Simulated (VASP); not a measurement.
A run of VASP 6.6.1:

File INCAR:

```
PREC     = Accurate       # precision mode
ENCUT    = 520            # plane-wave cutoff, eV
EDIFF    = 1E-6           # SCF threshold, eV
ISMEAR   = 0              # smearing method
SIGMA    = 0.15           # smearing width, eV
LREAL    = F              # projectors in reciprocal space
LASPH    = T              # aspherical terms in the spheres
NELM     = 100            # most SCF steps
ALGO     = Fast           # electronic algorithm
ISIF     = 2              # what is computed and relaxed
LWAVE    = F              # write WAVECAR
LCHARG   = T              # write CHGCAR
GGA      = PS             # functional
LELF     = T              # ELF
LVHAR    = T            
NBANDS   = 12             # bands
```

The input KPOINTS:

```
regular mesh
0
Gamma
  20 20 20
```

The input POSCAR:

```
Ti
1.0
    0.0000000000      1.9488000000      2.1924000000
    1.9488000000      0.0000000000      2.1924000000
    1.9488000000      1.9488000000      0.0000000000
Ti
1
Direct
    0.0000000000      0.0000000000      0.0000000000
```

Potentials or basis: VASP PAW PBE potentials, release 64 (Ti_sv).

The run is started by

```bash
$ cat potpaw_PBE.64/Ti_sv/POTCAR > POTCAR
$ mpirun -np 1 vasp_std > vasp.out
```

Hardware: 1 thread of Intel Xeon 6975P-C (shared host).

Problem. How long does it take, and how much memory?

Solution. It took 100 s on 1 thread of Intel Xeon 6975P-C, with other jobs on the host, peak memory 0.24 GiB. Counts: scf iterations 20, k points 641.
